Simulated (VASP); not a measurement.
Crystal: PtSe2.

```
CELL_PARAMETERS angstrom
3.76124 0.00000 0.00000
-1.88062 3.25733 0.00000
0.00000 0.00000 5.06200
ATOMIC_POSITIONS crystal
Pt 0.00000 0.00000 0.00000
Se 0.66667 0.33333 0.75000
Se 0.33333 0.66667 0.25000
```

| Item | Value |
| --- | --- |
| Program | VASP 6.6.1 |
| Task | relaxation of the atoms |
| Functional | PBE |
| Potentials or basis | VASP PAW PBE potentials, release 64 (Pt, Se) |
| Cutoff | 520 eV |
| k mesh | 8 × 8 × 5 |
| Occupations | fermi-dirac, width 0.05 eV |
| Spin | no spin polarisation |

At the start: pressure 4.2 GPa; volume 20.67 Å³/atom.

Question: How do energy, volume and symmetry change on relaxing?

Answer: Over 4 steps the energy falls by 4.0 meV/atom; space group P-3m1 (No. 164, to 0.1 Å) before and after.

The path:
| step | energy change (eV) | largest force (eV/Å) | pressure (GPa) |
| --- | --- | --- | --- |
| 1 | 0.0000 | 0.3699 | 4.21 |
| 2 | -0.0096 | 0.1687 | 3.14 |
| 3 | -0.0121 | 0.0082 | 2.22 |
| 4 | -0.0121 | 0.0000 | 2.26 |

Final structure:
```
Pt Se
1.0
     3.76124    0.00000    0.00000
    -1.88062    3.25733    0.00000
     0.00000    0.00000    5.06200
Pt Se
1 2
Direct
  0.00000 0.00000 0.00000
  0.66667 0.33333 0.74348
  0.33333 0.66667 0.25652
```
